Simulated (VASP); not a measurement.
# Al5BP6 in VASP: further runs, part 2 of 2

VASP 6.6.1. Earlier steps stand in the parts before.

## Step 5: Single point, PBE

INCAR

```
PREC = Accurate
ENCUT = 520
EDIFF = 1E-7
ISMEAR = 0
SIGMA = 0.02
LREAL = F
LASPH = T
NELM = 100
ALGO = Normal
ISIF = 2
LWAVE = F
LCHARG = F
GGA = PE
NBANDS = 36
```

KPOINTS

```
regular mesh
0
Gamma
  6 6 6
```

POSCAR

```
Al5BP6
1.0
    6.5358541081     -0.0000000289      0.0000000000
   -3.2679270290      5.6602157074      0.0000000000
    0.0000000000      0.0000000000      6.2022659000
Al B P
5 1 6
Direct
    0.6809010000      0.0000000000      0.0003260000
    0.3190990000      0.3190990000      0.0003260000
    0.0000000000      0.6809010000      0.0003260000
    0.6666666667      0.3333333333      0.5004820000
    0.3333333333      0.6666666667      0.5004820000
    0.0000000000      0.0000000000      0.4982490000
    0.7083600000      0.0000000000      0.3858850000
    0.2916400000      0.2916400000      0.3858850000
    0.0000000000      0.7083600000      0.3858850000
    0.0000000000      0.0000000000      0.8251440000
    0.6666666667      0.3333333333      0.8835040000
    0.3333333333      0.6666666667      0.8835040000
```

Potentials or basis: VASP PAW PBE potentials, release 64 (Al, B, P).

The run is started by

```sh
> cat potpaw_PBE.64/Al/POTCAR potpaw_PBE.64/B/POTCAR potpaw_PBE.64/P/POTCAR > POTCAR
> mpirun -np 1 vasp_std > vasp.out
```

OUTCAR:

```text
PREC = Accurate
   ENCUT = 520
   EDIFF = 1E-7
   ISMEAR = 0
   LREAL = F
   LASPH = T
   NELM = 100
   ISIF = 2
   GGA = PE

 ion  position               nearest neighbor table
   1  0.681  0.000  0.000-  11 2.34  12 2.34  10 2.35   7 2.40
   2  0.319  0.319  0.000-  12 2.34  11 2.34  10 2.35   8 2.40
   3  0.000  0.681  0.000-  12 2.34  11 2.34  10 2.35   9 2.40
   4  0.667  0.333  0.500-  11 2.38   7 2.43   9 2.43   8 2.43
   5  0.333  0.667  0.500-  12 2.38   9 2.43   7 2.43   8 2.43
   6  0.000  0.000  0.498-  10 2.03   9 2.03   8 2.03   7 2.03
   7  0.708  0.000  0.386-   6 2.03   1 2.40   4 2.43   5 2.43
   8  0.292  0.292  0.386-   6 2.03   2 2.40   5 2.43   4 2.43
   9  0.000  0.708  0.386-   6 2.03   3 2.40   5 2.43   4 2.43
  10  0.000  0.000  0.825-   6 2.03   3 2.35   2 2.35   1 2.35
  11  0.667  0.333  0.884-   1 2.34   3 2.34   2 2.34   4 2.38
  12  0.333  0.667  0.884-   3 2.34   1 2.34   2 2.34   5 2.38

  LATTYP: Found a hexagonal cell.
 ALAT       =     6.5358541081
 C/A-ratio  =     0.9489602732

  Lattice vectors:

 A1 = (   6.5358541081,  -0.0000000289,   0.0000000000)
 A2 = (  -3.2679270290,   5.6602157074,   0.0000000000)
 A3 = (   0.0000000000,   0.0000000000,   6.2022659000)

Analysis of symmetry for initial positions (statically):
=====================================================================
 Subroutine PRICEL returns:
 Original cell was already a primitive cell.

 Routine SETGRP: Setting up the symmetry group for a
 hexagonal supercell.

 Subroutine GETGRP returns: Found  6 space group operations
 (whereof  6 operations were pure point group operations)
 out of a pool of 24 trial point group operations.

The static configuration has the point symmetry C_3v.

Analysis of symmetry for dynamics (positions and initial velocities):
=====================================================================
 Subroutine PRICEL returns:
 Original cell was already a primitive cell.

 Routine SETGRP: Setting up the symmetry group for a
 hexagonal supercell.

 Subroutine GETGRP returns: Found  6 space group operations
 (whereof  6 operations were pure point group operations)
 out of a pool of 24 trial point group operations.

The dynamic configuration has the point symmetry C_3v.

 Subroutine INISYM returns: Found  6 space group operations
 (whereof  6 operations are pure point group operations),
 and found     1 'primitive' translations

----------------------------------------------------------------------------------------

                                     Primitive cell

  volume of cell :     229.4488

  direct lattice vectors                    reciprocal lattice vectors
     6.535854108 -0.000000029  0.000000000     0.153002192  0.088335856  0.000000000
    -3.267927029  5.660215707  0.000000000     0.000000001  0.176671713  0.000000000
     0.000000000  0.000000000  6.202265900     0.000000000  0.000000000  0.161231398

  length of vectors
     6.535854108  6.535854108  6.202265900     0.176671713  0.176671713  0.161231398

[... 80 lines left out ...]
  0.333333  0.166667  0.333333     12.000000
 [... further k-points ...]
   k-points           NKPTS =     34   k-points in BZ     NKDIM =     34   number of bands    NBANDS=     36
   number of dos      NEDOS =    301   number of ions     NIONS =     12
   total plane-waves  NPLWV = 120000
   dimension x,y,z NGX =    50 NGY =   50 NGZ =   48
   dimension x,y,z NGXF=   100 NGYF=  100 NGZF=   96
   ions per type =               5   1   6
   NGX,Y,Z   is equivalent  to a cutoff of  12.72, 12.72, 12.87 a.u.
   NGXF,Y,Z  is equivalent  to a cutoff of  25.44, 25.44, 25.73 a.u.
 SYSTEM =  unknown system
   PREC   = accura    normal or accurate (medium, high low for compatibility)
   ISTART =      0    job   : 0-new  1-cont  2-samecut
   ICHARG =      2    charge: 1-file 2-atom 10-const
   ISPIN  =      1    spin polarized calculation?
   LNONCOLLINEAR =      F non collinear calculations
   LSORBIT =      F    spin-orbit coupling
   LASPH  =      T    aspherical Exc in radial PAW
   ENCUT  =  520.0 eV  38.22 Ry    6.18 a.u.  12.15 12.15 11.53*2*pi/ulx,y,z
   NELM   =    100;   NELMIN=  2; NELMDL= -5     # of ELM steps
   EDIFF  = 0.1E-06   stopping-criterion for ELM
   LREAL  =      F    real-space projection
   EDIFFG = 0.1E-05   stopping-criterion for IOM
   NSW    =      0    number of steps for IOM
   IBRION =     -1    ionic relax: 0-MD 1-quasi-New 2-CG
   NFREE  =      0    steps in history (QN), initial steepest desc. (CG)
   ISIF   =      2    stress and relaxation
   ISYM   =      2    0-nonsym 1-usesym 2-fastsym
   POTIM  = 0.5000    time-step for ionic-motion
   TEBEG  =    0.0;   TEEND  =   0.0 temperature during run
   PSTRESS=    0.0 pullay stress
   NELECT =      48.0000    total number of electrons
   NUPDOWN=      -1.0000    fix difference up-down
   EMIN   =  10.00;   EMAX   =-10.00  energy-range for DOS
   EFERMI =   0.00;   METHOD = LEGACY
   ISMEAR =     0;   SIGMA  =   0.02  broadening in eV -4-tet -1-fermi 0-gaus
   EFERMI_NEDOS =   21; number of points for ismear=-14 and -15
   IALGO  =     38    algorithm
   IMIX   =      4    mixing-type and parameters
     AMIX     =   0.40;   BMIX     =  1.00
     AMIX_MAG =   1.60;   BMIX_MAG =  1.00
  volume/ion in A,a.u.               =      19.12       129.03
  Fermi-wavevector in a.u.,A,eV,Ry     =   0.971837  1.836505 12.850250  0.944467
  Thomas-Fermi vector in A             =   2.102086
   LORBIT       =      0    0 simple, 1 ext, 2 COOP (PROOUT), +10 PAW based schemes
   GGA     = PE    functional components
   LHFCALC =     F    Hartree Fock is set to
   AEXX    =    0.0000 exact exchange contribution
   IVDW    =     0    specifies the selected vdW correction
   LEPSILON=     F    determine dielectric tensor
   LRPA    =     F    only Hartree local field effects (RPA)
 non-spin polarized calculation
 Gauss-broadening in eV      SIGMA  =   0.02
  energy-cutoff  :      520.00
  volume of cell :      229.45
 maximum number of plane-waves:      6202
 NGX is ok and might be reduce to    50

 number of electron      48.0000002 magnetization

 Free energy of the ion-electron system (eV)
  ---------------------------------------------------
  ext. energy  EPLUGINS =         0.00000000
  ---------------------------------------------------
  free energy    TOTEN  =       -63.80978139 eV

  energy without entropy =      -63.80978139  energy(sigma->0) =      -63.80978139

 E-fermi :   5.1688     XC(G=0):  -9.3698

 val. band max:        5.0396515033   @ k =   0.0000   0.0000   0.0000
 cond. band min:       6.4355573713   @ k =  -0.3333  -0.3333   0.3333
 fundamental gap:      1.3959058680
 Fermi energy:         5.1688383111

 k-point     1 :       0.0000    0.0000    0.0000
  band No.  band energies     occupation
      1      -7.3305      2.00000
      2      -5.4095      2.00000
      3      -4.8264      2.00000
      4      -4.7467      2.00000
      5      -4.7467      2.00000
      6      -4.5398      2.00000
[... 925 lines left out ...]
     35       9.7781      0.00000
     36       9.9875      0.00000

 [... further k-points ...]

------------------------ aborting loop because EDIFF is reached ----------------------------------------

  FORCE on cell =-STRESS in cart. coord.  units (eV):
  Direction    XX          YY          ZZ          XY          YZ          ZX
  --------------------------------------------------------------------------------------
  -------------------------------------------------------------------------------------
  Total       -0.1596752     -0.1596752     -0.1482499     -0.0000000      0.0000000      0.0000000
  in kB       -1.1149677     -1.1149677     -1.0351879     -0.0000000      0.0000000      0.0000000
  external PRESSURE =      -1.0883744 kB  Pullay stress =       0.0000000 kB

 VOLUME and BASIS-vectors are now :
 -----------------------------------------------------------------------------
  energy-cutoff  :      520.00
  volume of cell :      229.45
      direct lattice vectors                 reciprocal lattice vectors
     6.535854108 -0.000000029  0.000000000     0.153002192  0.088335856  0.000000000
    -3.267927029  5.660215707  0.000000000     0.000000001  0.176671713  0.000000000
     0.000000000  0.000000000  6.202265900     0.000000000  0.000000000  0.161231398

 POSITION                                       TOTAL-FORCE (eV/Angst)
 -----------------------------------------------------------------------------------
      4.45027     -0.00000      0.00202        -0.001657      0.000000     -0.003375
      1.04279      1.80617      0.00202         0.000829      0.001435     -0.003375
     -2.22513      3.85405      0.00202         0.000829     -0.001435     -0.003375
      3.26793      1.88674      3.10412         0.000000      0.000000      0.002827
      0.00000      3.77348      3.10412        -0.000000      0.000000      0.002827
      0.00000      0.00000      3.09027         0.000000      0.000000     -0.002184
      4.62974     -0.00000      2.39336         0.001074     -0.000000     -0.000955
      0.95306      1.65075      2.39336        -0.000537     -0.000930     -0.000955
     -2.31487      4.00947      2.39336        -0.000537      0.000930     -0.000955
      0.00000      0.00000      5.11776         0.000000      0.000000      0.005322
      3.26793      1.88674      5.47973         0.000000      0.000000      0.002099
      0.00000      3.77348      5.47973        -0.000000      0.000000      0.002099
 -----------------------------------------------------------------------------------
    total drift:                                0.000000      0.000001     -0.000300

  FREE ENERGIE OF THE ION-ELECTRON SYSTEM (eV)
  ---------------------------------------------------
  free  energy   TOTEN  =       -63.8097813920 eV

  energy  without entropy=      -63.8097813920  energy(sigma->0) =      -63.80978139
```

It took 6.2 min on 1 thread of Intel Xeon 6975P-C, shared host; peak memory 0.47 GiB.

What came out:

| Property | Result |
| --- | --- |
| Free energy | -63.8098 eV |
| Pressure | -0.1 GPa |
| Largest force | 0.005 eV/Å |
| Band gap on the k mesh | 1.40 eV, indirect (least direct gap 1.99 eV) |

Forces in eV/Å, atoms in the order of the input:
```
Al  -0.002  0.000 -0.003
Al   0.001  0.001 -0.003
Al   0.001 -0.001 -0.003
Al   0.000  0.000  0.003
Al   0.000  0.000  0.003
B    0.000  0.000 -0.002
P    0.001  0.000 -0.001
P   -0.001 -0.001 -0.001
P   -0.001  0.001 -0.001
P    0.000  0.000  0.005
P    0.000  0.000  0.002
P    0.000  0.000  0.002
```

A k mesh can miss the band edges. PBE gaps usually lie below the measured ones, often by a third to a half.

## Step 6: The runs side by side

```csv
cell,k mesh,smearing,gap on the mesh (eV),pressure (GPa),largest force (eV/Å)
"a = 6.202, b = 6.536, c = 6.536 Å, angles 120.0, 90.0, 90.0°, 12 atoms",2 × 3 × 3,gaussian 0.1 eV,1.70,-0.1,0.04
"a = 6.536, b = 6.536, c = 6.202 Å, angles 90.0, 90.0, 120.0°, 12 atoms",3 × 3 × 4,gaussian 0.1 eV,1.43,-0.1,0.01
"a = 6.204, b = 6.535, c = 6.536 Å, angles 120.0, 90.0, 90.0°, 12 atoms",2 × 3 × 3,gaussian 0.1 eV,1.70,-0.1,0.01
"a = 6.536, b = 6.536, c = 6.202 Å, angles 90.0, 90.0, 120.0°, 12 atoms",6 × 6 × 6,gaussian 0.02 eV,1.40,-0.1,0.01
```

Some of these runs hold the atoms at other places in the same cell, which the table doesn't show; runs alike in all that it shows share one row.

Alike in all rows: task single point; level PBE; potentials or basis VASP PAW PBE potentials, release 64 (Al, B, P); no spin polarisation; cutoff (eV) 520.

Caveats: some runs use coarse meshes.

Absolute energies hang on the potentials; compare differences alone.
